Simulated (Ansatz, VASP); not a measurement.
## Two plane-wave programs on CdS

File INCAR:

```
PREC = Accurate
ENCUT = 500
EDIFF = 1E-6
ISMEAR = -1
SIGMA = 0.05
LREAL = F
LASPH = T
NELM = 120
ALGO = Normal
ISIF = 2
LWAVE = F
LCHARG = F
GGA = PS
NBANDS = 16
GGA_COMPAT = F
```

Contents of KPOINTS:

```
regular mesh
0
Gamma
  14 14 14
```

The input POSCAR:

```
CdS
1.0
    3.1657470124      0.0000000000      0.0000000000
    0.0000000000      3.1657470124      0.0000000000
    0.0000000000      0.0000000000      3.1657470124
Cd S
1 1
Direct
    0.0000000000      0.0000000000      0.0000000000
    0.5000000000      0.5000000000      0.5000000000
```

Input for Ansatz:

```yaml
crystal:
  lattice:
    - [3.1657470124, 0.0, 0.0]
    - [0.0, 3.1657470124, 0.0]
    - [0.0, 0.0, 3.1657470124]
  atoms:
    - { symbol: Cd, position: [0.0, 0.0, 0.0] }
    - { symbol: S, position: [0.5, 0.5, 0.5] }
kpoints:
  mp_grid: { grid: [14, 14, 14] }
scf:
  occupations: { method: fermi_dirac, width: 0.05 }
  eigensolver: { kind: davidson }
  n_extra_bands: 4
hamiltonian:
  xc: pbesol
  pseudopotentials: { kind: paw }
output:
  forces: true
  stress: true
  eigenvalues: true
  populations: true
  write_density: true
  write_potential: true
  elf: true
  volumetric_format: npy
basis:
  precision: f64
```

Alike in both runs: task single point; functional PBEsol; k mesh 14 × 14 × 14; occupations fermi-dirac, width 0.05 eV; no spin polarisation.

|  | VASP | Ansatz |
| --- | --- | --- |
| version | VASP 6.6.1 | Ansatz 0.2.0 |
| potentials or method | VASP PAW PBE potentials, release 64 (Cd, S) | PAW with Ansatz's default frozen-core files, scalar-relativistic |
| plane-wave cutoff (eV) | 500 | 420 |
| valence electrons in the cell | 18 | 26 |

```csv
,VASP,Ansatz,Ansatz less VASP
gap on the k mesh at the Fermi level (eV),none,none,-
pressure (GPa),20.9,19.9,-1.08
```

VASP's potentials were made for PBE, not for PBEsol. A gap of «none» marks a metal or a gap that the smearing closes. The functional is the same, so the differences come from potentials, cutoffs and numerics. VASP's potentials hold 18 valence electrons a cell and Ansatz's 26, so a difference there can come from the potentials and not from the codes.
